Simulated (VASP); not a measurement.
Write the native input for VASP 6.6.1 that does the following.

| Item | Value |
| --- | --- |
| Task | electric field gradients |
| Functional | PBE |
| Potentials or basis | VASP PAW PBE potentials, release 64 (Ir) |
| Cutoff | 520 eV |
| k mesh | 15 × 15 × 15 |
| Occupations | fermi-dirac, width 0.05 eV |
| Spin | no spin polarisation |
| Dipole correction | no |
| Further INCAR settings | ALGO = Normal; EDIFF = 1e-08; NBANDS = 10 |

The structure of Ir lies in POSCAR:

```
Ir
1.0
    0.0000000000      1.9005030000      1.9197000000
    1.9005030000      0.0000000000      1.9197000000
    1.9005030000      1.9005030000      0.0000000000
Ir
1
Direct
    0.0000000000      0.0000000000      0.0000000000
```

This cell differs from its parent crystal: equal xx and yy strain of -1 %.

These files were run (other wordings do the same):

INCAR

```
PREC = Accurate
ENCUT = 520
EDIFF = 1E-8
ISMEAR = -1
SIGMA = 0.05
LREAL = False
LASPH = True
NELM = 80
ALGO = Normal
ISIF = 2
LWAVE = False
LCHARG = False
GGA = PE
LEFG = True
NBANDS = 10
```

KPOINTS

```
regular mesh
0
Gamma
  15 15 15
```

Potentials or basis: VASP PAW PBE potentials, release 64 (Ir).

The run is started by

```bash
$ cat potpaw_PBE.64/Ir/POTCAR > POTCAR
$ mpirun -np 1 vasp_std > vasp.out
```

Results of the run:

```yaml
Pressure: 18.0 GPa
```

Caveat: the cell differs from its parent crystal (equal xx and yy strain of -1 %); without QUAD_EFG the Cq values of the log hold for a quadrupole moment of 1 mb, not for the nuclei.

It took 23 s on 1 thread of Intel Xeon 6975P-C (shared host), peak memory 0.16 GiB.
